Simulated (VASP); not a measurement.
Input of a VASP 6.6.1 run:

The input INCAR:

```
SYSTEM = Mg6NO6
PREC = Accurate
ENCUT = 520
EDIFF = 1E-6
ISMEAR = 0
SIGMA = 0.05
LREAL = Auto
LASPH = .True.
NELM = 60
ALGO = Normal
ISIF = 2
LWAVE = .False.
LCHARG = .False.
LDIPOL = .True.
IDIPOL = 3
DIPOL = 0.5 0.5 0.308
GGA = PE
IVDW = 12
NBANDS = 72
```

KPOINTS

```
regular mesh
0
Gamma
  6 6 1
  0 0 0
```

File POSCAR:

```
Mg6NO6
1.0
    5.9515779654      0.0000000000      0.0000000000
   -2.9757889827      5.1542177107      0.0000000000
    0.0000000000      0.0000000000     24.5450895495
O Mg N
12 12 2
Direct
    0.1666666667      0.3333333333      0.1629653863
    0.1666666667      0.8333333333      0.1629653863
    0.6666666667      0.3333333333      0.1629653863
    0.6666666667      0.8333333333      0.1629653863
    0.0000000000      0.0000000000      0.2619555132
    0.0000000000      0.5000000000      0.2619555132
    0.5000000000      0.0000000000      0.2619555132
    0.5000000000      0.5000000000      0.2619555132
    0.3333333333      0.1666666667      0.3629884506
    0.3333333333      0.6666666667      0.3629884506
    0.8333333333      0.1666666667      0.3629884506
    0.8333333333      0.6666666667      0.3629884506
    0.3333333333      0.1666666667      0.2124604498
    0.3333333333      0.6666666667      0.2124604498
    0.8333333333      0.1666666667      0.2124604498
    0.8333333333      0.6666666667      0.2124604498
    0.1666666667      0.3333333333      0.3075949074
    0.1666666667      0.8333333333      0.3075949074
    0.6666666667      0.3333333333      0.3075949074
    0.6666666667      0.8333333333      0.3075949074
    0.0000000000      0.0000000000      0.4092504747
    0.0000000000      0.5000000000      0.4092504747
    0.5000000000      0.0000000000      0.4092504747
    0.5000000000      0.5000000000      0.4092504747
    0.1666666667      0.3333333333      0.5477710530
    0.1666666667      0.3333333333      0.5925865343
```

Potentials or basis: VASP PAW PBE potentials, release 64 (O, Mg, N).

The run is started by

```sh
$ cat potpaw_PBE.64/O/POTCAR potpaw_PBE.64/Mg/POTCAR potpaw_PBE.64/N/POTCAR > POTCAR
$ mpirun -np 1 vasp_std > vasp.out
```

Task: Predict the dispersion energy per atom.

Result: -0.196 eV.

Task: Predict the band gap on the k mesh.

Result: Zero (bands 53 and 54 overlap by 0.49 eV).

Forces on the atoms (eV/Å):
```
O    0.000  0.000  1.291
O    0.001  0.000  1.294
O    0.000 -0.001  1.294
O   -0.001  0.000  1.294
O    0.000  0.002  1.441
O    0.002 -0.001  1.441
O    0.000  0.000  1.449
O   -0.002 -0.001  1.441
O   -0.025  0.014  0.006
O    0.000 -0.028  0.006
O    0.025  0.014  0.006
O    0.000  0.000 -0.040
Mg  -0.002  0.001 -2.709
Mg   0.000 -0.002 -2.709
Mg   0.002  0.001 -2.709
Mg   0.000  0.000 -2.707
Mg   0.000  0.000  0.014
Mg  -0.013 -0.007  0.022
Mg   0.000  0.015  0.022
Mg   0.013 -0.007  0.022
Mg   0.000 -0.095 -0.091
Mg  -0.082  0.047 -0.091
Mg   0.000  0.000 -0.026
Mg   0.082  0.047 -0.091
N    0.000  0.000 -2.107
N    0.000  0.000  2.239
```

Caveat: the standard files for N, O and F lose accuracy on very short bonds.
